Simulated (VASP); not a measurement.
A run of VASP 6.6.1 is set up as follows.

The input POSCAR:

```
CuO
1.0
    2.3446500000     -1.7134000000      0.0000000000
    2.3446500000      1.7134000000      0.0000000000
   -0.8605500000      0.0000000000      5.0594400000
Cu O
2 2
Direct
    0.0032000000      0.4968000000      0.0000000000
    0.4968000000      0.0032000000      0.5000000000
    0.5714000000      0.4056000000      0.2537000000
    0.4056000000      0.5714000000      0.7537000000
```

File INCAR.step1:

```
SYSTEM = CuO
PREC = Accurate
ENCUT = 520
ISMEAR = 0
SIGMA = 0.1
LREAL = .False.
LASPH = .True.
NELM = 150
ISPIN = 2
MAGMOM = 0.7 0.7 0.35 0.35
LMAXMIX = 4
NBANDS = 29
GGA = PE
ALGO = Normal
EDIFF = 1E-4
LWAVE = .True.
LCHARG = .False.
```

Contents of INCAR.step2:

```
SYSTEM = CuO
PREC = Accurate
ENCUT = 520
EDIFF = 1E-7
ISMEAR = 0
SIGMA = 0.1
LREAL = .False.
LASPH = .True.
NELM = 150
ALGO = Normal
ISIF = 2
LWAVE = .False.
LCHARG = .False.
ISPIN = 2
MAGMOM = 0.7 0.7 0.35 0.35
LORBIT = 11
LMAXMIX = 4
METAGGA = R2SCAN
LMIXTAU = .True.
NBANDS = 29
ISTART = 1
```

The input KPOINTS:

```
Automatic mesh
0
Gamma
  8 8 4
  0 0 0
```

Potentials or basis: VASP PAW PBE potentials, release 64 (Cu, O).

Run with:

```bash
$ cat potpaw_PBE.64/Cu/POTCAR potpaw_PBE.64/O/POTCAR > POTCAR
$ cp INCAR.step1 INCAR
$ mpirun -np 1 vasp_std > vasp.out
$ cp INCAR.step2 INCAR
$ mpirun -np 1 vasp_std > vasp.out
```

**Question.** What does it give for the largest force?

**Answer.** 0.765 eV/Å.

**Question.** Predict the net moment.

**Answer.** 0.00 μB per cell.

Forces on the atoms (eV/Å):
```
Cu  -0.632  0.352  0.249
Cu  -0.632 -0.352  0.249
O    0.632  0.308 -0.249
O    0.632 -0.308 -0.249
```

Caveat: the PAW data sets were made with another functional, which shifts forces and pressure a little.
